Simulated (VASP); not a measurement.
Wanted: the native input for a VASP 6.6.1 run.

```yaml
Task: single point
Functional: PBE
Potentials_or_basis: VASP PAW PBE potentials, release 64 (Li_sv, Hf_pv, O)
Cutoff: 520 eV
k_mesh: 6 × 6 × 4
Occupations: gaussian, width 0.1 eV
Spin: no spin polarisation
Dipole_correction: no
Further_INCAR_settings: ALGO = Normal; EDIFF = 1e-06; NBANDS = 24
```

The structure of Li2Hf2O lies in POSCAR:

```
Li2Hf2O
1.0
    4.5053645719     -0.0000000030      0.0000000000
   -2.2526822834      3.9017601741      0.0000000000
    0.0000000000      0.0000000000      6.2200563492
Li Hf O
2 2 1
Direct
    0.3333333333      0.6666666667      0.5000000000
    0.6666666667      0.3333333333      0.5000000000
    0.3333333333      0.6666666667      0.0000000000
    0.6666666667      0.3333333333      0.0000000000
    0.0000000000      0.0000000000      0.5000000000
```

The cell was built from a structure type or drawn by symmetry, and may not be a known phase.

These files were run (other wordings do the same):

INCAR

```
SYSTEM = Li2Hf2O
PREC = Accurate
ENCUT = 520
EDIFF = 1E-6
ISMEAR = 0
SIGMA = 0.1
LREAL = .False.
LASPH = .True.
NELM = 100
ALGO = Normal
ISIF = 2
LWAVE = .False.
LCHARG = .False.
GGA = PE
NBANDS = 24
```

KPOINTS

```
Automatic mesh
0
Gamma
  6 6 4
  0 0 0
```

Potentials or basis: VASP PAW PBE potentials, release 64 (Li_sv, Hf_pv, O).

Command:

```sh
$ cat potpaw_PBE.64/Li_sv/POTCAR potpaw_PBE.64/Hf_pv/POTCAR potpaw_PBE.64/O/POTCAR > POTCAR
$ mpirun -np 1 vasp_std > vasp.out
```

It gave:

```
Band gap on the k mesh : zero (bands 16 and 17 overlap by 0.34 eV)
```

Caveat: spin-orbit coupling is left out, which moves the levels of the heavy elements.

Run time: 42 s on 1 thread of Intel(R) Xeon(R) Platinum 8559C (Emerald Rapids), with other jobs on the host, peak memory 0.26 GiB.
